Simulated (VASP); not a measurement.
PtSe (zincblende type):

```
CELL_PARAMETERS angstrom
0.00000 2.88960 2.88960
2.88960 0.00000 2.88960
2.88960 2.88960 0.00000
ATOMIC_POSITIONS crystal
Pt 0.00000 0.00000 0.00000
Se 0.25000 0.25000 0.25000
```

- Program: VASP 6.6.1
- Task: relaxation of cell and atoms
- Functional: PBE
- Potentials or basis: VASP PAW PBE potentials, release 64 (Pt, Se)
- Cutoff: 600 eV
- k mesh: 10 × 10 × 10
- Occupations: fermi-dirac, width 0.08 eV
- Spin: no spin polarisation

At the start: pressure -3.6 GPa; volume 24.13 Å³/atom.

Problem. Where does the relaxation end?

Solution. Over 3 steps the energy falls by 11.9 meV/atom and the volume is 23.13 Å³/atom (-4.1 %); space group F-43m (No. 216, to 0.05 Å).

Step by step:
```csv
step,energy change (eV),largest force (eV/Å),pressure (GPa),volume (Å³)
1,0.0000,0.0000,-3.63,48.26
2,-0.0029,0.0000,4.03,44.53
3,-0.0237,0.0000,-0.02,46.27
```

Final structure:
```
Pt Se
1.0
     0.00000    2.84935    2.84935
     2.84935    0.00000    2.84935
     2.84935    2.84935    0.00000
Pt Se
1 1
Direct
  0.00000 0.00000 0.00000
  0.25000 0.25000 0.25000
```
